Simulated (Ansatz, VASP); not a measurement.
**One calculation of Ge3N4, two programs**

```
Ge N
1.0
     8.04393    0.00000    0.00000
    -4.02196    6.96625    0.00000
     0.00000    0.00000    3.17246
Ge N
6 8
Direct
  0.82770 0.23255 0.75000
  0.59515 0.82770 0.25000
  0.23255 0.40485 0.25000
  0.76745 0.59515 0.75000
  0.40485 0.17230 0.75000
  0.17230 0.76745 0.25000
  0.66667 0.33333 0.75000
  0.33333 0.66667 0.25000
  0.66917 0.96855 0.75000
  0.70062 0.66917 0.25000
  0.96855 0.29938 0.25000
  0.03145 0.70062 0.75000
  0.33083 0.03145 0.25000
  0.29938 0.33083 0.75000
```

Change from the starting cell: uniaxial_z strain +3.0%.

Alike in both runs: task single point; functional PBE; k mesh 6 × 6 × 8; occupations fermi-dirac, width 0.02 eV; no spin polarisation.

|  | VASP | Ansatz |
| --- | --- | --- |
| version | VASP 6.6.1 | Ansatz 0.2.0 |
| potentials or method | VASP PAW PBE potentials, release 64 (Ge_d, N) | plane waves, PAW |
| plane-wave cutoff (eV) | 600 | 420 |
| valence electrons in the cell | 124 | 124 |

|  | VASP | Ansatz | Ansatz less VASP |
| --- | --- | --- | --- |
| gap on the k mesh at the Fermi level (eV) | 1.86 | 1.85 | -0.009 |
| pressure (GPa) | -0.1 | 0.5 | +0.61 |
| traceless stress, the component that is largest in VASP (GPa) | -5.48 | -5.45 | +0.035 |
| rms of the force components (eV/Å) | 0.027 | 0.033 | +0.0061 |

Atom by atom the forces differ by 0.008 eV/Å (rms over components). With one functional, cell and mesh, what is left measures potentials, basis and numerics.
